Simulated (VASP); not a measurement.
# MnO2 (Pmmn) in VASP: further runs

MnO2 is run at these levels: PBEsol+U; tasks: single point.

Program: VASP 6.6.1. These are calculated values, not measurements. Logs are shortened: lines on timing, memory, paths and dates and some standing lists are left out, and cuts for length are marked.

## 1. The cell of the first run

The structure is orthorhombic, space group Pmmn (No. 59). Conventional cell: a = 2.942 Å, b = 3.895 Å, c = 6.245 Å, α = 90.00°, β = 90.00°, γ = 90.00°. Within 2.5 Å of Mn (site symmetry mm2) lie 6 O at 1.85 to 2.08 Å. O (site symmetry mm2) has 2 Mn at 1.85 Å and 1 O at 2.60 Å within 2.6 Å. O (site symmetry mm2) has 4 Mn at 2.01 to 2.08 Å and 5 O at 2.60 to 2.63 Å within 2.7 Å.

## 2. Single point, PBEsol+U, collinear spin, ferromagnetic start

Contents of INCAR:

```
PREC = Accurate
ENCUT = 520
EDIFF = 1E-6
ISMEAR = -1
SIGMA = 0.02
LREAL = False
LASPH = True
NELM = 150
ALGO = Normal
ISIF = 2
LWAVE = False
LCHARG = True
ISPIN = 2
MAGMOM = 4 4 0 0 0 0
LORBIT = 11
LMAXMIX = 4
LDAU = True
LDAUTYPE = 2
LDAUL = 2 -1
LDAUU = 6 0
LDAUJ = 0 0
LDAUPRINT = 1
GGA = PS
LELF = True
LVHAR = True
NBANDS = 38
```

Contents of KPOINTS:

```
Automatic mesh
0
Gamma
  9 7 5
```

Contents of POSCAR:

```
MnO2
1.0
    2.9423749879      0.0000000000      0.0000000000
    0.0000000000      3.8954054074      0.0000000000
    0.0000000000      0.0000000000      6.2453820392
Mn O
2 4
Direct
    0.5000000000      0.5000000000      0.3433015000
    0.0000000000      0.0000000000      0.6566985000
    0.5000000000      0.0000000000      0.8375675000
    0.0000000000      0.5000000000      0.1624325000
    0.5000000000      0.0000000000      0.4217995000
    0.0000000000      0.5000000000      0.5782005000
```

Potentials or basis: VASP PAW PBE potentials, release 64 (Mn_pv, O).

On the command line:

```console
$ cat potpaw_PBE.64/Mn_pv/POTCAR potpaw_PBE.64/O/POTCAR > POTCAR
$ mpirun -np 1 vasp_std > vasp.out
```

OUTCAR:

```text
PREC = Accurate
   ENCUT = 520
   EDIFF = 1E-6
   ISMEAR = -1
   LREAL = False
   LASPH = True
   NELM = 150
   ISIF = 2
   ISPIN = 2
   LORBIT = 11
   GGA = PS

 ion  position               nearest neighbor table
   1  0.500  0.500  0.343-   4 1.85   4 1.85   5 2.01   5 2.01   6 2.08   6 2.08   2 3.13   2 3.13
                             2 3.13   2 3.13
   2  0.000  0.000  0.657-   3 1.85   3 1.85   6 2.01   6 2.01   5 2.08   5 2.08   1 3.13   1 3.13
                             1 3.13   1 3.13
   3  0.500  0.000  0.838-   2 1.85   2 1.85
   4  0.000  0.500  0.162-   1 1.85   1 1.85
   5  0.500  0.000  0.422-   1 2.01   1 2.01   2 2.08   2 2.08
   6  0.000  0.500  0.578-   2 2.01   2 2.01   1 2.08   1 2.08

  LATTYP: Found a simple orthorhombic cell.
 ALAT       =     2.9423749879
 B/A-ratio  =     1.3238983554
 C/A-ratio  =     2.1225649568

  Lattice vectors:

 A1 = (   2.9423749879,   0.0000000000,   0.0000000000)
 A2 = (   0.0000000000,   3.8954054074,   0.0000000000)
 A3 = (   0.0000000000,   0.0000000000,   6.2453820392)

Analysis of symmetry for initial positions (statically):
=====================================================================
 Subroutine PRICEL returns:
 Original cell was already a primitive cell.

 Routine SETGRP: Setting up the symmetry group for a
 simple orthorhombic supercell.

 Subroutine GETGRP returns: Found  8 space group operations
 (whereof  4 operations were pure point group operations)
 out of a pool of  8 trial point group operations.

The static configuration has the point symmetry C_2v.
 The point group associated with its full space group is D_2h.

Analysis of symmetry for dynamics (positions and initial velocities):
=====================================================================
 Subroutine PRICEL returns:
 Original cell was already a primitive cell.

 Routine SETGRP: Setting up the symmetry group for a
 simple orthorhombic supercell.

 Subroutine GETGRP returns: Found  8 space group operations
 (whereof  4 operations were pure point group operations)
 out of a pool of  8 trial point group operations.

The dynamic configuration has the point symmetry C_2v.
 The point group associated with its full space group is D_2h.

[... 224 lines left out ...]
  o =  0.7338  v =  0.0000  0.0000 -0.2643  0.0000 -0.9644  0.0000  0.0000  0.0000  0.0000  0.0000      0.0000  0.0000  0.0000  0.0000  0.0000  0.0000  0.0000  0.0000  0.0000  0.0000
  o =  0.9442  v =  0.0000  1.0000  0.0000  0.0000  0.0000  0.0000  0.0000  0.0000  0.0000  0.0000      0.0000  0.0000  0.0000  0.0000  0.0000  0.0000  0.0000  0.0000  0.0000  0.0000
  o =  0.9563  v =  0.0000  0.0000 -0.9644  0.0000  0.2643  0.0000  0.0000  0.0000  0.0000  0.0000      0.0000  0.0000  0.0000  0.0000  0.0000  0.0000  0.0000  0.0000  0.0000  0.0000
  o =  0.9594  v =  1.0000  0.0000  0.0000  0.0000  0.0000  0.0000  0.0000  0.0000  0.0000  0.0000      0.0000  0.0000  0.0000  0.0000  0.0000  0.0000  0.0000  0.0000  0.0000  0.0000

 number of electron      49.9999959 magnetization       5.9998833

 Free energy of the ion-electron system (eV)
  ---------------------------------------------------
  ext. energy  EPLUGINS =         0.00000000
  ---------------------------------------------------
  free energy    TOTEN  =       -41.33561906 eV

  energy without entropy =      -41.33271428  energy(sigma->0) =      -41.33416667

 E-fermi :   2.1985     XC(G=0): -10.5809

 val. band max:        2.1925331144   @ k =   0.4444   0.0000   0.4000
 cond. band min:       2.2022303360   @ k =   0.2222   0.0000   0.4000
 fundamental gap:      0.0096972216
 Fermi energy:         2.1984711386

 spin component 1

 k-point     1 :       0.0000    0.0000    0.0000
  band No.  band energies     occupation
      1     -48.1652      1.00000
      2     -48.1546      1.00000
      3     -48.1235      1.00000
      4     -48.1086      1.00000
      5     -48.0976      1.00000
      6     -48.0854      1.00000
[... 1913 lines left out ...]
     36      15.8665      0.00000
     37      16.4141      0.00000

 [... further k-points ...]

 [bands above 37 left out]

------------------------ aborting loop because EDIFF is reached ----------------------------------------

  FORCE on cell =-STRESS in cart. coord.  units (eV):
  Direction    XX          YY          ZZ          XY          YZ          ZX
  --------------------------------------------------------------------------------------
  -------------------------------------------------------------------------------------
  Total       -1.7526876     -1.1865454     -2.2128151      0.0000000      0.0000000      0.0000000
  in kB      -39.2288344    -26.5573809    -49.5274547      0.0000000      0.0000000      0.0000000
  external PRESSURE =     -38.4378900 kB  Pullay stress =       0.0000000 kB

 VOLUME and BASIS-vectors are now :
 -----------------------------------------------------------------------------
  energy-cutoff  :      520.00
  volume of cell :       71.58
      direct lattice vectors                 reciprocal lattice vectors
     2.942374988  0.000000000  0.000000000     0.339861508  0.000000000  0.000000000
     0.000000000  3.895405407  0.000000000     0.000000000  0.256712690  0.000000000
     0.000000000  0.000000000  6.245382039     0.000000000  0.000000000  0.160118307

 POSITION                                       TOTAL-FORCE (eV/Angst)
 -----------------------------------------------------------------------------------
      1.47119      1.94770      2.14405         0.000000      0.000000      0.378812
      0.00000      0.00000      4.10133         0.000000      0.000000     -0.378812
      1.47119      0.00000      5.23093         0.000000      0.000000     -0.048836
      0.00000      1.94770      1.01445         0.000000      0.000000      0.048836
      1.47119      0.00000      2.63430         0.000000      0.000000      0.477764
      0.00000      1.94770      3.61108         0.000000      0.000000     -0.477764
 -----------------------------------------------------------------------------------
    total drift:                                0.000000      0.000000      0.000000

  FREE ENERGIE OF THE ION-ELECTRON SYSTEM (eV)
  ---------------------------------------------------
  free  energy   TOTEN  =       -41.3356190602 eV

  energy  without entropy=      -41.3327142787  energy(sigma->0) =      -41.33416667

 total charge

# of ion       s       p       d       tot
------------------------------------------
    1        0.326   6.383   4.820  11.529
    2        0.326   6.383   4.820  11.529
    3        1.588   3.313   0.000   4.901
    4        1.588   3.313   0.000   4.901
    5        1.571   3.403   0.000   4.974
    6        1.571   3.403   0.000   4.974
--------------------------------------------------
tot          6.969  26.199   9.641  42.808

 magnetization (x)

# of ion       s       p       d       tot
------------------------------------------
    1        0.030   0.034   3.638   3.703
    2        0.030   0.034   3.638   3.703
    3       -0.002  -0.419   0.000  -0.421
    4       -0.002  -0.419   0.000  -0.421
    5        0.006  -0.263   0.000  -0.257
    6        0.006  -0.263   0.000  -0.257
--------------------------------------------------
tot          0.068  -1.294   7.276   6.051
```

Wall time 2.3 min (1 thread of Intel Xeon 6975P-C (Granite Rapids), shared host); peak memory 0.36 GiB.

What came out:

```yaml
Free_energy: -41.3356 eV
Pressure: -3.8 GPa
Largest_force: 0.478 eV/Å
Band_gap_on_the_k_mesh: zero (filled and empty bands overlap)
Net_moment: 6.00 μB per cell
Site_moments: Mn +3.70; O -0.42, -0.26 (each value once) μB
Valence_electrons_inside_the_program's_atomic_spheres: Mn 11.53; O 4.90, 4.97 (each value once)
```

Forces in eV/Å, atoms in the order of the input:
```
Mn   0.000  0.000  0.379
Mn   0.000  0.000 -0.379
O    0.000  0.000 -0.049
O    0.000  0.000  0.049
O    0.000  0.000  0.478
O    0.000  0.000 -0.478
```

Eigenvalues of the final occupation matrices:
```csv
site,spin,trace,eigenvalues
site 1 d,1,4.25,0.65 0.73 0.94 0.96 0.96
site 1 d,2,0.60,0.06 0.06 0.06 0.18 0.24
site 2 d,1,4.25,0.65 0.73 0.94 0.96 0.96
site 2 d,2,0.60,0.06 0.06 0.06 0.18 0.24
```

Caveat: the cell stands under tension; the PAW data sets were made with another functional, which shifts forces and pressure a little; only a ferromagnetic start was run, and an antiferromagnetic order may lie lower in energy. The state reached can hang on the start; a lower one may exist.

## 3. Single point, PBEsol+U, collinear spin, ferromagnetic start

This run uses another cell than the first one, of 12.16 Å³/atom.

Contents of INCAR:

```
SYSTEM = MnO2
  ALGO = Normal
  EDIFF = 1E-6
  ENCUT = 520
  GGA = PS
  ISIF = 2
  ISMEAR = -1
  ISPIN = 2
  LASPH = .TRUE.
  LCHARG = .TRUE.
  LDAU = .TRUE.
  LDAUJ = 0 0
  LDAUL = 2 -1
  LDAUPRINT = 1
  LDAUTYPE = 2
  LDAUU = 6 0
  LELF = .TRUE.
  LMAXMIX = 4
  LORBIT = 11
  LREAL = .FALSE.
  LVHAR = .TRUE.
  LWAVE = .FALSE.
  MAGMOM = 4 4 0 0 0 0
  NBANDS = 38
  NELM = 150
  PREC = Accurate
  SIGMA = 0.02
```

Contents of KPOINTS:

```
k-points
0
G
  9 7 5
  0 0 0
```

POSCAR, as its differences from that of step 2:

```diff
@@ -2,5 +2,5 @@
 1.0
-    2.9423749879      0.0000000000      0.0000000000
-    0.0000000000      3.8954054074      0.0000000000
-    0.0000000000      0.0000000000      6.2453820392
+    2.9611167351      0.0000000000      0.0000000000
+    0.0000000000      3.9202175758      0.0000000000
+    0.0000000000      0.0000000000      6.2851626152
 Mn O
```

Potentials or basis: VASP PAW PBE potentials, release 64 (Mn_pv, O).

On the command line:

```console
$ cat potpaw_PBE.64/Mn_pv/POTCAR potpaw_PBE.64/O/POTCAR > POTCAR
$ mpirun -np 1 vasp_std > vasp.out
```

OUTCAR:

```text
SYSTEM = MnO2
   EDIFF = 1E-6
   ENCUT = 520
   GGA = PS
   ISIF = 2
   ISMEAR = -1
   ISPIN = 2
   LASPH = .TRUE.
   LORBIT = 11
   LREAL = .FALSE.
   NELM = 150
   PREC = Accurate

 ion  position               nearest neighbor table
   1  0.500  0.500  0.343-   4 1.87   4 1.87   5 2.02   5 2.02   6 2.09   6 2.09   2 3.15   2 3.15
                             2 3.15   2 3.15
   2  0.000  0.000  0.657-   3 1.87   3 1.87   6 2.02   6 2.02   5 2.09   5 2.09   1 3.15   1 3.15
                             1 3.15   1 3.15
   3  0.500  0.000  0.838-   2 1.87   2 1.87
   4  0.000  0.500  0.162-   1 1.87   1 1.87
   5  0.500  0.000  0.422-   1 2.02   1 2.02   2 2.09   2 2.09
   6  0.000  0.500  0.578-   2 2.02   2 2.02   1 2.09   1 2.09

  LATTYP: Found a simple orthorhombic cell.
 ALAT       =     2.9611167351
 B/A-ratio  =     1.3238983554
 C/A-ratio  =     2.1225649569

  Lattice vectors:

 A1 = (   2.9611167351,   0.0000000000,   0.0000000000)
 A2 = (   0.0000000000,   3.9202175758,   0.0000000000)
 A3 = (   0.0000000000,   0.0000000000,   6.2851626152)

Analysis of symmetry for initial positions (statically):
=====================================================================
[... 2210 lines left out ...]
  Total       -2.7765848     -1.9357561     -3.0741126      0.0000000      0.0000000      0.0000000
  in kB      -60.9732436    -42.5088152    -67.5068942      0.0000000      0.0000000      0.0000000
  external PRESSURE =     -56.9963177 kB  Pullay stress =       0.0000000 kB

 VOLUME and BASIS-vectors are now :
 -----------------------------------------------------------------------------
  energy-cutoff  :      520.00
  volume of cell :       72.96
      direct lattice vectors                 reciprocal lattice vectors
     2.961116735  0.000000000  0.000000000     0.337710428  0.000000000  0.000000000
     0.000000000  3.920217576  0.000000000     0.000000000  0.255087882  0.000000000
     0.000000000  0.000000000  6.285162615     0.000000000  0.000000000  0.159104873

 POSITION                                       TOTAL-FORCE (eV/Angst)
 -----------------------------------------------------------------------------------
      1.48056      1.96011      2.15771         0.000000      0.000000      0.410908
      0.00000      0.00000      4.12746         0.000000      0.000000     -0.410908
      1.48056      0.00000      5.26425         0.000000      0.000000     -0.200480
      0.00000      1.96011      1.02091         0.000000      0.000000      0.200480
      1.48056      0.00000      2.65108         0.000000      0.000000      0.564917
      0.00000      1.96011      3.63408         0.000000      0.000000     -0.564917
 -----------------------------------------------------------------------------------
    total drift:                                0.000000      0.000000      0.000000

  FREE ENERGIE OF THE ION-ELECTRON SYSTEM (eV)
  ---------------------------------------------------
  free  energy   TOTEN  =       -41.2970463838 eV

  energy  without entropy=      -41.2942473396  energy(sigma->0) =      -41.29564686

 total charge

# of ion       s       p       d       tot
------------------------------------------
    1        0.319   6.370   4.808  11.496
    2        0.319   6.370   4.808  11.496
    3        1.588   3.303   0.000   4.891
    4        1.588   3.303   0.000   4.891
    5        1.571   3.392   0.000   4.963
    6        1.571   3.392   0.000   4.963
--------------------------------------------------
tot          6.956  26.129   9.615  42.701

 magnetization (x)

# of ion       s       p       d       tot
------------------------------------------
    1        0.032   0.035   3.685   3.751
    2        0.032   0.035   3.685   3.751
    3       -0.002  -0.446   0.000  -0.448
    4       -0.002  -0.446   0.000  -0.448
    5        0.006  -0.278   0.000  -0.273
    6        0.006  -0.278   0.000  -0.273
--------------------------------------------------
tot          0.070  -1.379   7.369   6.061
```

Run time: 4.3 min. Hardware: 1 thread of AMD EPYC 9R14 (Zen 4), shared host; peak memory 0.34 GiB.

Results:

```yaml
Free_energy: -41.2970 eV
Pressure: -5.7 GPa
Largest_force: 0.565 eV/Å
Band_gap_on_the_k_mesh: zero (filled and empty bands overlap)
Net_moment: 6.00 μB per cell
Site_moments: Mn +3.75; O -0.45, -0.27 (each value once) μB
Valence_electrons_inside_the_program's_atomic_spheres: Mn 11.50; O 4.89, 4.96 (each value once)
```

Forces on the atoms (eV/Å):
```
Mn   0.000  0.000  0.411
Mn   0.000  0.000 -0.411
O    0.000  0.000 -0.200
O    0.000  0.000  0.200
O    0.000  0.000  0.565
O    0.000  0.000 -0.565
```

Levels at points of the mesh, in eV from the Fermi level:
Spin up:
| k point | band 26 | band 27 | band 28 | band 29 | band 30 | band 31 |
| --- | --- | --- | --- | --- | --- | --- |
| (0.00, 0.00, 0.00) | -0.79 | -0.06 | 0.03 | 0.11 | 0.66 | 1.96 |
Spin down:
```
           k point  band 18  band 19  band 20  band 21  band 22  band 23  band 24  band 25  band 26  band 27
(0.00, 0.00, 0.00)    -2.33    -2.04    -1.48    -1.44    -1.20     3.89     3.93     4.35     4.43     4.50
```

Eigenvalues of the final occupation matrices:
| site | spin | trace | eigenvalues |
| --- | --- | --- | --- |
| site 1 d | 1 | 4.26 | 0.66 0.75 0.94 0.96 0.96 |
| site 1 d | 2 | 0.57 | 0.05 0.06 0.06 0.17 0.23 |
| site 2 d | 1 | 4.26 | 0.66 0.75 0.94 0.96 0.96 |
| site 2 d | 2 | 0.57 | 0.05 0.06 0.06 0.17 0.23 |

Caveat: the cell stands under tension; the PAW data sets were made with another functional, which shifts forces and pressure a little; only a ferromagnetic start was run, and an antiferromagnetic order may lie lower in energy. The state reached can hang on the start; a lower one may exist.

## 4. Single point, PBEsol+U, collinear spin, ferromagnetic start

This run uses another cell than the first one, of 11.24 Å³/atom.

Contents of INCAR:

```
SYSTEM = MnO2
PREC = Accurate
ENCUT = 520
EDIFF = 1E-6
ISMEAR = -1
SIGMA = 0.02
LREAL = .False.
LASPH = .True.
NELM = 150
ALGO = Normal
ISIF = 2
LWAVE = .False.
LCHARG = .True.
ISPIN = 2
MAGMOM = 4 4 0 0 0 0
LORBIT = 11
LMAXMIX = 4
LDAU = .True.
LDAUTYPE = 2
LDAUL = 2 -1
LDAUU = 6 0
LDAUJ = 0 0
LDAUPRINT = 1
GGA = PS
LELF = .True.
LVHAR = .True.
NBANDS = 38
```

Contents of KPOINTS:

```
Automatic mesh
0
Gamma
  9 7 5
  0 0 0
```

POSCAR, as its differences from that of step 3:

```diff
@@ -2,5 +2,5 @@
 1.0
-    2.9611167351      0.0000000000      0.0000000000
-    0.0000000000      3.9202175758      0.0000000000
-    0.0000000000      0.0000000000      6.2851626152
+    2.8846664194      0.0000000000      0.0000000000
+    0.0000000000      3.8190051285      0.0000000000
+    0.0000000000      0.0000000000      6.1228918541
 Mn O
```

On the command line:

```console
$ cat potpaw_PBE.64/Mn_pv/POTCAR potpaw_PBE.64/O/POTCAR > POTCAR
$ mpirun -np 1 vasp_std > vasp.out
```

Wall time 2.1 min (1 thread of Intel Xeon 6975P-C (Granite Rapids), shared host); peak memory 0.34 GiB.

Results (log left out):

```
Free energy                                           : -41.3414 eV
Pressure                                              : 3.1 GPa
Largest force                                         : 0.495 eV/Å
Band gap on the k mesh                                : zero (filled and empty bands overlap)
Net moment                                            : 6.00 μB per cell
Site moments                                          : Mn +3.54; O -0.33, -0.21 (each value once) μB
Valence electrons inside the program's atomic spheres : Mn 11.64; O 4.93, 5.01 (each value once)
```

Forces in eV/Å, atoms in the order of the input:
```
Mn   0.000  0.000  0.315
Mn   0.000  0.000 -0.315
O    0.000  0.000  0.495
O    0.000  0.000 -0.495
O    0.000  0.000  0.135
O    0.000  0.000 -0.135
```

Stress tensor (GPa, compression positive):
```
4.31 0.00 0.00
0.00 3.30 0.00
0.00 0.00 1.76
```

Levels at points of the mesh, in eV from the Fermi level:
Spin up:
```
           k point  band 26  band 27  band 28  band 29  band 30  band 31
(0.00, 0.00, 0.00)    -1.01    -0.09     0.03     0.34     0.80     2.31
```
Spin down:
```
           k point  band 18  band 19  band 20  band 21  band 22  band 23  band 24  band 25  band 26  band 27
(0.00, 0.00, 0.00)    -2.49    -2.11    -1.56    -1.47    -1.31     3.48     3.70     4.08     4.08     4.23
```

Eigenvalues of the final occupation matrices:
```csv
site,spin,trace,eigenvalues
site 1 d,1,4.19,0.63 0.69 0.95 0.96 0.97
site 1 d,2,0.71,0.07 0.08 0.08 0.21 0.28
site 2 d,1,4.19,0.63 0.69 0.95 0.96 0.97
site 2 d,2,0.71,0.07 0.08 0.08 0.21 0.28
```

Caveat: the cell stands under pressure; the PAW data sets were made with another functional, which shifts forces and pressure a little; only a ferromagnetic start was run, and an antiferromagnetic order may lie lower in energy. The state reached can hang on the start; a lower one may exist.

## 5. The runs side by side

```tsv
cell	gap on the mesh (eV)	pressure (GPa)	moment (μB)	largest force (eV/Å)
a = 2.942, b = 3.895, c = 6.245 Å, 6 atoms	none	-3.8	6.00	0.48
a = 2.961, b = 3.920, c = 6.285 Å, 6 atoms	none	-5.7	6.00	0.56
a = 2.885, b = 3.819, c = 6.123 Å, 6 atoms	none	3.1	6.00	0.50
```

Alike in all rows: task single point; level PBEsol+U; potentials or basis VASP PAW PBE potentials, release 64 (Mn_pv, O); spin collinear, ferromagnetic start; Mn d U = 6.0 eV; k mesh 9 × 7 × 5; cutoff (eV) 520; smearing fermi-dirac 0.02 eV.

Caveats: the PAW data sets were made with another functional, which shifts forces and pressure a little; only a ferromagnetic start was run, and an antiferromagnetic order may lie lower in energy; the cell stands under tension (at least some runs); the cell stands under pressure (at least some runs).

Total energies depend on the potentials used, so only differences within one code and one set of settings carry meaning.
